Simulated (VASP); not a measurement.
# MgO (R-3m) in VASP: further runs

The runs below take MgO through single point, with r2SCAN.

Program: VASP 6.6.1. These are calculated values, not measurements. Logs are shortened: lines on timing, memory, paths and dates and some standing lists are left out, and cuts for length are marked.

### Step 1. The cell of the first run

Symmetry: R-3m, No. 166, trigonal system. The conventional cell has a = 3.525 Å, b = 3.525 Å, c = 5.180 Å, α = 90.00°, β = 90.00°, γ = 120.00°. Within 2.9 Å of Mg (site symmetry -3m) lie 8 O at 2.21 to 2.59 Å and 6 Mg at 2.67 Å. Within 2.9 Å of O (site symmetry -3m) lie 8 Mg at 2.21 to 2.59 Å and 6 O at 2.67 Å.

### Step 2. Single point, r2SCAN

The input, POSCAR:

```
MgO
1.0
   -0.6646201162      1.8277053197      1.8277053197
    1.8277053197     -0.6646201162      1.8277053197
    1.8277053197      1.8277053197     -0.6646201162
Mg O
1 1
Direct
    0.0000000000      0.0000000000      0.0000000000
    0.5000000000      0.5000000000      0.5000000000
```

The input, INCAR.step1:

```
  ALGO = Normal
  EDIFF = 1E-4
  ENCUT = 520
  GGA = PE
  ISMEAR = 0
  LASPH = True
  LCHARG = False
  LREAL = False
  LWAVE = True
  NBANDS = 11
  NELM = 100
  PREC = Accurate
  SIGMA = 0.05
```

The input, INCAR.step2:

```
  ALGO = Normal
  EDIFF = 1E-7
  ENCUT = 520
  ISIF = 2
  ISMEAR = 0
  ISTART = 1
  LASPH = True
  LCHARG = True
  LELF = True
  LMIXTAU = True
  LREAL = False
  LVHAR = True
  LWAVE = False
  METAGGA = R2SCAN
  NBANDS = 11
  NELM = 100
  PREC = Accurate
  SIGMA = 0.05
```

The input, KPOINTS:

```
k-points
0
Gamma
  10 10 10
```

Potentials or basis: VASP PAW PBE potentials, release 64 (Mg, O).

The run is started by

```sh
> cat potpaw_PBE.64/Mg/POTCAR potpaw_PBE.64/O/POTCAR > POTCAR
> cp INCAR.step1 INCAR
> mpirun -np 1 vasp_std > vasp.out
> cp INCAR.step2 INCAR
> mpirun -np 1 vasp_std > vasp.out
```

OUTCAR:

```text
EDIFF = 1E-7
   ENCUT = 520
   ISIF = 2
   ISMEAR = 0
   ISTART = 1
   LASPH = True
   LREAL = False
   METAGGA = R2SCAN
   NELM = 100
   PREC = Accurate

 ion  position               nearest neighbor table
   1  0.000  0.000  0.000-   2 2.21   2 2.21   2 2.21   2 2.21   2 2.21   2 2.21   2 2.59   2 2.59

   2  0.500  0.500  0.500-   1 2.21   1 2.21   1 2.21   1 2.21   1 2.21   1 2.21   1 2.59   1 2.59

  LATTYP: Found a trigonal (rhomboedric) cell.
 ALAT       =     2.6688449506
 COS(alpha) =     0.1279069768

  Lattice vectors:

 A1 = (  -0.6646201162,   1.8277053197,   1.8277053197)
 A2 = (   1.8277053197,  -0.6646201162,   1.8277053197)
 A3 = (   1.8277053197,   1.8277053197,  -0.6646201162)

Analysis of symmetry for initial positions (statically):
=====================================================================
 Subroutine PRICEL returns:
 Original cell was already a primitive cell.

 Routine SETGRP: Setting up the symmetry group for a
 trigonal (rhombohedral) supercell.

 Subroutine GETGRP returns: Found 12 space group operations
 (whereof 12 operations were pure point group operations)
 out of a pool of 12 trial point group operations.

The static configuration has the point symmetry D_3d.

Analysis of symmetry for dynamics (positions and initial velocities):
=====================================================================
 Subroutine PRICEL returns:
 Original cell was already a primitive cell.

 Routine SETGRP: Setting up the symmetry group for a
 trigonal (rhombohedral) supercell.

 Subroutine GETGRP returns: Found 12 space group operations
 (whereof 12 operations were pure point group operations)
 out of a pool of 12 trial point group operations.

The dynamic configuration has the point symmetry D_3d.

 Subroutine INISYM returns: Found 12 space group operations
 (whereof 12 operations are pure point group operations),
 and found     1 'primitive' translations

----------------------------------------------------------------------------------------

                                     Primitive cell

  volume of cell :      18.5779

  direct lattice vectors                    reciprocal lattice vectors
    -0.664620116  1.827705320  1.827705320    -0.156034554  0.245197157  0.245197157
     1.827705320 -0.664620116  1.827705320     0.245197157 -0.156034554  0.245197157
     1.827705320  1.827705320 -0.664620116     0.245197157  0.245197157 -0.156034554

  length of vectors
[... 85 lines left out ...]
   NSW    =      0    number of steps for IOM
   IBRION =     -1    ionic relax: 0-MD 1-quasi-New 2-CG
   NFREE  =      0    steps in history (QN), initial steepest desc. (CG)
   ISIF   =      2    stress and relaxation
   ISYM   =      2    0-nonsym 1-usesym 2-fastsym
   POTIM  = 0.5000    time-step for ionic-motion
   TEBEG  =    0.0;   TEEND  =   0.0 temperature during run
   PSTRESS=    0.0 pullay stress
   NELECT =       8.0000    total number of electrons
   NUPDOWN=      -1.0000    fix difference up-down
   EMIN   =  10.00;   EMAX   =-10.00  energy-range for DOS
   EFERMI =   0.00;   METHOD = LEGACY
   ISMEAR =     0;   SIGMA  =   0.05  broadening in eV -4-tet -1-fermi 0-gaus
   EFERMI_NEDOS =   21; number of points for ismear=-14 and -15
   IALGO  =     38    algorithm
   IMIX   =      4    mixing-type and parameters
     AMIX     =   0.40;   BMIX     =  1.00
     AMIX_MAG =   1.60;   BMIX_MAG =  1.00
  volume/ion in A,a.u.               =       9.29        62.68
  Fermi-wavevector in a.u.,A,eV,Ry     =   1.236250  2.336174 20.793977  1.528314
  Thomas-Fermi vector in A             =   2.370866
   LORBIT       =      0    0 simple, 1 ext, 2 COOP (PROOUT), +10 PAW based schemes
   METAGGA = R2SCAN    functional components
   LHFCALC =     F    Hartree Fock is set to
   AEXX    =    0.0000 exact exchange contribution
   IVDW    =     0    specifies the selected vdW correction
   LEPSILON=     F    determine dielectric tensor
   LRPA    =     F    only Hartree local field effects (RPA)
 non-spin polarized calculation
 Gauss-broadening in eV      SIGMA  =   0.05
  energy-cutoff  :      520.00
  volume of cell :       18.58
 maximum number of plane-waves:       515
   NGX =  9   NGY =  9   NGZ =  9

 number of electron       7.9999997 magnetization

 Free energy of the ion-electron system (eV)
  ---------------------------------------------------
  ext. energy  EPLUGINS =         0.00000000
  ---------------------------------------------------
  free energy    TOTEN  =       -14.71963081 eV

  energy without entropy =      -14.71963081  energy(sigma->0) =      -14.71963081

 E-fermi :   4.4240     XC(G=0): -11.7135

 val. band max:        4.2166396928   @ k =   0.5000   0.5000   0.0000
 cond. band min:       7.7635736973   @ k =   0.0000   0.0000   0.0000
 fundamental gap:      3.5469340046
 Fermi energy:         4.4240013038

 k-point     1 :       0.0000    0.0000    0.0000
  band No.  band energies     occupation
      1     -14.9160      2.00000
      2       3.1417      2.00000
      3       3.1417      2.00000
      4       4.0331      2.00000
      5       7.7636      0.00000
      6      16.2212      0.00000
      7      16.2212      0.00000
      8      24.0775      0.00000
      9      27.0233      0.00000
     10      27.0233      0.00000
     11      30.1675      0.00000
[... 309 lines left out ...]
 k-point    24 :       0.4000    0.3000   -0.0000
  band No.  band energies     occupation
      1     -13.4277      2.00000
      2      -0.4790      2.00000
      3       1.0177      2.00000
      4       4.0288      2.00000
      5      12.0986      0.00000
      6      14.5782      0.00000
      7      18.5165      0.00000
      8      20.4957      0.00000
      9      25.3892      0.00000
     10      26.9222      0.00000
     11      27.7680      0.00000

 [... further k-points ...]
[... 5 lines left out ...]
  --------------------------------------------------------------------------------------
  -------------------------------------------------------------------------------------
  Total       -0.4183214     -0.4183214     -0.4183214      1.1425297      1.1425297      1.1425297
  in kB      -36.0765645    -36.0765645    -36.0765645     98.5332034     98.5332034     98.5332034
  external PRESSURE =     -36.0765645 kB  Pullay stress =       0.0000000 kB

 VOLUME and BASIS-vectors are now :
 -----------------------------------------------------------------------------
  energy-cutoff  :      520.00
  volume of cell :       18.58
      direct lattice vectors                 reciprocal lattice vectors
    -0.664620116  1.827705320  1.827705320    -0.156034554  0.245197157  0.245197157
     1.827705320 -0.664620116  1.827705320     0.245197157 -0.156034554  0.245197157
     1.827705320  1.827705320 -0.664620116     0.245197157  0.245197157 -0.156034554

 POSITION                                       TOTAL-FORCE (eV/Angst)
 -----------------------------------------------------------------------------------
      0.00000      0.00000      0.00000         0.000000     -0.000000      0.000000
      1.49540      1.49540      1.49540        -0.000000      0.000000     -0.000000
 -----------------------------------------------------------------------------------
    total drift:                                0.000000     -0.000000      0.000000

  FREE ENERGIE OF THE ION-ELECTRON SYSTEM (eV)
  ---------------------------------------------------
  free  energy   TOTEN  =       -14.7196308146 eV

  energy  without entropy=      -14.7196308146  energy(sigma->0) =      -14.71963081
```

OUTCAR.step1:

```text
EDIFF = 1E-4
   ENCUT = 520
   GGA = PE
   ISMEAR = 0
   LASPH = True
[... 558 lines left out ...]
 -----------------------------------------------------------------------------------
      0.00000      0.00000      0.00000        -0.000000      0.000000     -0.000000
      1.49540      1.49540      1.49540         0.000000     -0.000000      0.000000
 -----------------------------------------------------------------------------------
    total drift:                                0.000000     -0.000000      0.000000

  FREE ENERGIE OF THE ION-ELECTRON SYSTEM (eV)
  ---------------------------------------------------
  free  energy   TOTEN  =       -10.5808535419 eV

  energy  without entropy=      -10.5808535419  energy(sigma->0) =      -10.58085354
```

Wall time 50 s (1 thread of Intel Xeon Platinum 8559C (Emerald Rapids), shared host); peak memory 0.14 GiB.

What came out:

| Item | Value |
| --- | --- |
| Free energy | -14.7196 eV |
| Pressure | -3.6 GPa |
| Band gap on the k mesh | 3.55 eV, indirect (least direct gap 3.73 eV) |

Stress tensor (GPa, compression positive):
```
-3.61  9.85  9.85
 9.85 -3.61  9.85
 9.85  9.85 -3.61
```

Levels at points of the mesh, in eV from the valence-band top:
```
           k point  band 2  band 3  band 4  band 5  band 6  band 7
(0.00, 0.00, 0.00)   -1.07   -1.07   -0.18    3.55   12.00   12.00
(0.50, 0.00, 0.00)   -6.10   -0.83   -0.09    7.95   10.68   16.49
(0.50, 0.50, 0.00)   -4.76   -4.02    0.00    6.34   12.55   13.77
(0.50, 0.50, 0.50)   -3.87   -3.14   -3.14    6.83   10.05   10.05
```

Caveat: the PAW data sets were made with another functional, which shifts forces and pressure a little. A k mesh can miss the band edges.

### Step 3. Single point, r2SCAN

This run uses another cell than the first one, of the same volume but with other edges.

The input, POSCAR:

```
MgO
1.0
   -0.2219127173      1.9972144556      1.9972144556
    1.9972144556     -0.2219127173      1.9972144556
    1.9972144556      1.9972144556     -0.2219127173
Mg O
1 1
Direct
    0.0000000000      0.0000000000      0.0000000000
    0.5000000000      0.5000000000      0.5000000000
```

The input, INCAR.step1:

```
SYSTEM = MgO
ALGO = Normal
EDIFF = 1E-4
ENCUT = 520
GGA = PE
ISMEAR = 0
LASPH = .True.
LCHARG = .False.
LREAL = .False.
LWAVE = .True.
NBANDS = 11
NELM = 60
PREC = Accurate
SIGMA = 0.05
```

The input, INCAR.step2:

```
SYSTEM = MgO
ALGO = Normal
EDIFF = 1E-6
ENCUT = 520
ISIF = 2
ISMEAR = 0
ISTART = 1
LASPH = .True.
LCHARG = .True.
LELF = .True.
LMIXTAU = .True.
LREAL = .False.
LVHAR = .True.
LWAVE = .False.
METAGGA = R2SCAN
NBANDS = 11
NELM = 60
PREC = Accurate
SIGMA = 0.05
```

The input, KPOINTS:

```
k-points
0
Gamma
  10 10 10
  0 0 0
```

Potentials or basis: VASP PAW PBE potentials, release 64 (Mg, O).

The run is started by

```sh
> cat potpaw_PBE.64/Mg/POTCAR potpaw_PBE.64/O/POTCAR > POTCAR
> cp INCAR.step1 INCAR
> mpirun -np 1 vasp_std > vasp.out
> cp INCAR.step2 INCAR
> mpirun -np 1 vasp_std > vasp.out
```

It took 56 s on 1 thread of Intel Xeon Platinum 8559C (Emerald Rapids), shared host; peak memory 0.16 GiB.

The run converged. Its results:

* Free energy: -15.8920 eV
* Pressure: -1.1 GPa
* Band gap on the k mesh: 4.68 eV, direct

Stress tensor (GPa, compression positive):
```
-1.06 12.82 12.82
12.82 -1.06 12.82
12.82 12.82 -1.06
```

Levels at points of the mesh, in eV from the valence-band top:
```csv
k point,band 1,band 2,band 3,band 4,band 5,band 6,band 7,band 8
"(0.00, 0.00, 0.00)",-18.90,-0.96,-0.96,0.00,4.68,14.62,14.62,19.93
"(0.50, 0.00, 0.00)",-17.73,-5.50,-1.39,-0.67,8.29,12.34,16.62,19.31
"(0.50, 0.50, 0.00)",-17.32,-4.77,-2.68,-1.31,8.52,11.33,13.28,18.39
"(0.50, 0.50, 0.50)",-17.18,-4.75,-1.99,-1.99,7.19,14.48,14.48,14.90
```

Caveat: the PAW data sets were made with another functional, which shifts forces and pressure a little.

(Continued in part 2 of 2.)
